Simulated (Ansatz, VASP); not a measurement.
# CaSe in VASP and in Ansatz

File INCAR:

```
SYSTEM = CaSe
ALGO     = Normal         ! electronic algorithm
EDIFF    = 1E-7           ! SCF threshold, eV
ENCUT    = 520            ! plane-wave cutoff, eV
GGA      = PE             ! functional
ISIF     = 2              ! what is computed and relaxed
ISMEAR   = -1             ! smearing method
LASPH    = .True.         ! aspherical terms in the spheres
LCHARG   = .False.        ! write CHGCAR
LREAL    = .False.        ! projectors in reciprocal space
LWAVE    = .False.        ! write WAVECAR
NBANDS   = 15             ! bands
NELM     = 80             ! most SCF steps
PREC     = Accurate       ! precision mode
SIGMA    = 0.02           ! smearing width, eV
```

File KPOINTS:

```
k-points
0
Gamma
  7 7 7
  0 0 0
```

The input POSCAR:

```
CaSe
1.0
    0.0000000000      3.0044676307      3.0044676307
    3.0044676307      0.0000000000      3.0044676307
    3.0044676307      3.0044676307      0.0000000000
Ca Se
1 1
Direct
    0.0000000000      0.0000000000      0.0000000000
    0.5000000000      0.5000000000      0.5000000000
```

Input for Ansatz:

```yaml
crystal:
  lattice:
    - [0.0, 3.0044676307, 3.0044676307]
    - [3.0044676307, 0.0, 3.0044676307]
    - [3.0044676307, 3.0044676307, 0.0]
  atoms:
    - { symbol: Ca, position: [0.0, 0.0, 0.0] }
    - { symbol: Se, position: [0.5, 0.5, 0.5] }
kpoints:
  mp_grid: { grid: [7, 7, 7] }
scf:
  occupations: { method: fermi_dirac, width: 0.02 }
hamiltonian:
  xc: pbe
  pseudopotentials: { kind: all_electron, lapw: { basis_error: 0.00025 } }
output:
  forces: true
  stress: true
  eigenvalues: true
```

Change from the starting cell: volume scaled by 1.05.

Alike in both runs: task single point; functional PBE; k mesh 7 × 7 × 7; occupations fermi-dirac, width 0.02 eV; no spin polarisation.

|  | VASP | Ansatz |
| --- | --- | --- |
| version | VASP 6.6.1 | Ansatz 0.2.0 |
| potentials or method | VASP PAW PBE potentials, release 64 (Ca_sv, Se), cutoff 520 eV | all-electron LAPW, scalar-relativistic |

VASP gave:

```
gap on the k mesh at the Fermi level (eV) : 2.19
pressure (GPa)                            : -1.0
```

Task: Estimate Ansatz's values.

Result: gap on the k mesh at the Fermi level (eV): 2.20; pressure (GPa): -1.2.

Ansatz ran all-electron here, and VASP with PAW potentials.
